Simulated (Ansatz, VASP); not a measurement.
**One calculation of MgW7, two programs**

The input INCAR:

```
SYSTEM = MgW7
ALGO     = Fast           ! electronic algorithm
EDIFF    = 1E-6           ! SCF threshold, eV
EDIFFG   = -0.04          ! ionic threshold
ENCUT    = 600            ! plane-wave cutoff, eV
GGA      = PE             ! functional
IBRION   = 2              ! ionic algorithm
ISIF     = 3              ! what is computed and relaxed
ISMEAR   = 0              ! smearing method
LASPH    = .TRUE.         ! aspherical terms in the spheres
LCHARG   = .FALSE.        ! write CHGCAR
LREAL    = .FALSE.        ! projectors in reciprocal space
LWAVE    = .FALSE.        ! write WAVECAR
NELM     = 60             ! most SCF steps
NSW      = 90             ! ionic steps
PREC     = Accurate       ! precision mode
SIGMA    = 0.1            ! smearing width, eV
```

KPOINTS

```
k-points
0
G
  4 4 2
  0 0 0
```

The input POSCAR:

```
MgW7
1.0
    4.0559990600      0.0000000000      0.0000000000
    0.0000000000      4.0559990600      0.0000000000
    0.0000000000      0.0000000000      8.1119981100
Mg W
1 7
Direct
    0.0000000000      0.0000000000      0.0000000000
    0.5000000000      0.0000000000      0.7500000000
    0.5000000000      0.5000000000      0.5000000000
    0.5000000000      0.0000000000      0.2500000000
    0.5000000000      0.5000000000      0.0000000000
    0.0000000000      0.5000000000      0.7500000000
    0.0000000000      0.0000000000      0.5000000000
    0.0000000000      0.5000000000      0.2500000000
```

Input for Ansatz:

```yaml
crystal:
  lattice:
    - [4.05599906, 0.0, 0.0]
    - [0.0, 4.05599906, 0.0]
    - [0.0, 0.0, 8.11199811]
  atoms:
    - { symbol: Mg, position: [0.0, 0.0, 0.0] }
    - { symbol: W, position: [0.5, 0.0, 0.75] }
    - { symbol: W, position: [0.5, 0.5, 0.5] }
    - { symbol: W, position: [0.5, 0.0, 0.25] }
    - { symbol: W, position: [0.5, 0.5, 0.0] }
    - { symbol: W, position: [0.0, 0.5, 0.75] }
    - { symbol: W, position: [0.0, 0.0, 0.5] }
    - { symbol: W, position: [0.0, 0.5, 0.25] }
basis:
  ecutwfc: 420
kpoints:
  mp_grid: { grid: [4, 4, 2] }
hamiltonian:
  xc: pbe
scf:
  occupations: { method: gaussian, width: 0.1 }
  lower_state_search: "off"
output:
  forces: true
  stress: true
  eigenvalues: true
relax:
  adjacent_minimum: "off"
  f_tol: 0.04
  max_steps: 70
  cell: { stress_tol: 0.4 }
```

Alike in both runs: task relaxation of cell and atoms; functional PBE; k mesh 4 × 4 × 2; occupations gaussian, width 0.1 eV; no spin polarisation.

|  | VASP | Ansatz |
| --- | --- | --- |
| version | VASP 6.6.1 | Ansatz 0.2.0 |
| potentials or method | VASP PAW PBE potentials, release 64 (Mg, W_sv), cutoff 600 eV | scalar-relativistic, plane waves, PAW |
| valence electrons in the cell | 100 | 108 |

|  | VASP | Ansatz | Ansatz less VASP |
| --- | --- | --- | --- |
| gap on the k mesh at the Fermi level, each at its own relaxed structure (eV) | none | none | - |
| relaxed volume (Å³/atom) | 16.42 | 16.38 | -0.040 |
| relaxed cell length with the largest relative difference (Å) | 8.725 | 8.714 | -0.0108 |

A gap of «none» marks a metal or a gap that the smearing closes. VASP's potentials hold 100 valence electrons a cell and Ansatz's 108, so a difference there can come from the potentials and not from the codes.

The k mesh is coarse, so the values compare programs but aren't converged. Neither program's run includes spin-orbit coupling.
